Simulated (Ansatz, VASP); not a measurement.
## One calculation of Ta3AsAu2O13, two programs

INCAR

```
PREC     = Accurate       # precision mode
ENCUT    = 520            # plane-wave cutoff, eV
EDIFF    = 1E-7           # SCF threshold, eV
ISMEAR   = -1             # smearing method
SIGMA    = 0.05           # smearing width, eV
LREAL    = Auto         
LASPH    = T              # aspherical terms in the spheres
NELM     = 60             # most SCF steps
ALGO     = Normal         # electronic algorithm
ISIF     = 2              # what is computed and relaxed
LWAVE    = F              # write WAVECAR
LCHARG   = F              # write CHGCAR
GGA      = PE             # functional
NBANDS   = 84             # bands
```

KPOINTS

```
regular mesh
0
Gamma
  3 3 3
```

File POSCAR:

```
Ta3AsAu2O13
1.0
    5.2770886939      3.0467248226      4.1701660976
   -5.2770886939      3.0467248226      4.1701660976
    0.0000000000     -6.0934597114      4.1701660976
Ta As Au O
3 1 2 13
Direct
    0.2310800000      0.5722900000      0.2310800000
    0.2310800000      0.2310800000      0.5722900000
    0.5722900000      0.2310800000      0.2310800000
    0.5587800000      0.5587800000      0.5587800000
    0.9655900000      0.9655900000      0.9655900000
    0.7510500000      0.7510500000      0.7510500000
    0.4088400000      0.6676200000      0.4088400000
    0.4088400000      0.4088400000      0.6676200000
    0.6676200000      0.4088400000      0.4088400000
    0.4972600000      0.0131300000      0.3602400000
    0.3602400000      0.4972600000      0.0131300000
    0.0131300000      0.3602400000      0.4972600000
    0.3602400000      0.0131300000      0.4972600000
    0.0131300000      0.4972600000      0.3602400000
    0.4972600000      0.3602400000      0.0131300000
    0.1096300000      0.7480600000      0.1096300000
    0.1096300000      0.1096300000      0.7480600000
    0.7480600000      0.1096300000      0.1096300000
    0.3084000000      0.3084000000      0.3084000000
```

Contents of input.yaml:

```yaml
crystal:
  lattice:
    - [5.2770886939, 3.0467248226, 4.1701660976]
    - [-5.2770886939, 3.0467248226, 4.1701660976]
    - [0.0, -6.0934597114, 4.1701660976]
  atoms:
    - { symbol: Ta, position: [0.23108, 0.57229, 0.23108] }
    - { symbol: Ta, position: [0.23108, 0.23108, 0.57229] }
    - { symbol: Ta, position: [0.57229, 0.23108, 0.23108] }
    - { symbol: As, position: [0.55878, 0.55878, 0.55878] }
    - { symbol: Au, position: [0.96559, 0.96559, 0.96559] }
    - { symbol: Au, position: [0.75105, 0.75105, 0.75105] }
    - { symbol: O, position: [0.40884, 0.66762, 0.40884] }
    - { symbol: O, position: [0.40884, 0.40884, 0.66762] }
    - { symbol: O, position: [0.66762, 0.40884, 0.40884] }
    - { symbol: O, position: [0.49726, 0.01313, 0.36024] }
    - { symbol: O, position: [0.36024, 0.49726, 0.01313] }
    - { symbol: O, position: [0.01313, 0.36024, 0.49726] }
    - { symbol: O, position: [0.36024, 0.01313, 0.49726] }
    - { symbol: O, position: [0.01313, 0.49726, 0.36024] }
    - { symbol: O, position: [0.49726, 0.36024, 0.01313] }
    - { symbol: O, position: [0.10963, 0.74806, 0.10963] }
    - { symbol: O, position: [0.10963, 0.10963, 0.74806] }
    - { symbol: O, position: [0.74806, 0.10963, 0.10963] }
    - { symbol: O, position: [0.3084, 0.3084, 0.3084] }
kpoints:
  mp_grid: { grid: [3, 3, 3] }
scf:
  occupations: { method: fermi_dirac, width: 0.05 }
hamiltonian:
  xc: pbe
  pseudopotentials: { kind: all_electron, lapw: { basis_error: 0.003 } }
output:
  forces: true
  stress: true
  eigenvalues: true
```

Change from the starting cell: volume scaled by 1.02.

Alike in both runs: task single point; functional PBE; k mesh 3 × 3 × 3; occupations fermi-dirac, width 0.05 eV; no spin polarisation.

```csv
,VASP,Ansatz
version,VASP 6.6.1,Ansatz 0.2.0
potentials or method,"VASP PAW PBE potentials, release 64 (Ta_pv, As, Au, O), cutoff 520 eV","all-electron LAPW, scalar-relativistic"
```

|  | VASP | Ansatz | Ansatz less VASP |
| --- | --- | --- | --- |
| gap on the k mesh at the Fermi level (eV) | 1.04 | 1.06 | +0.022 |
| least direct gap on the mesh (eV) | 1.08 | 1.10 | +0.021 |
| pressure (GPa) | -1.4 | -2.0 | -0.52 |
| traceless stress, the component that is largest in VASP (GPa) | 0.26 | 0.51 | +0.252 |
| rms of the force components (eV/Å) | 0.090 | 0.144 | +0.0532 |

Atom by atom the forces differ by 0.092 eV/Å (rms over components). Ansatz ran all-electron here, and VASP with PAW potentials.

Spin-orbit coupling is off throughout.
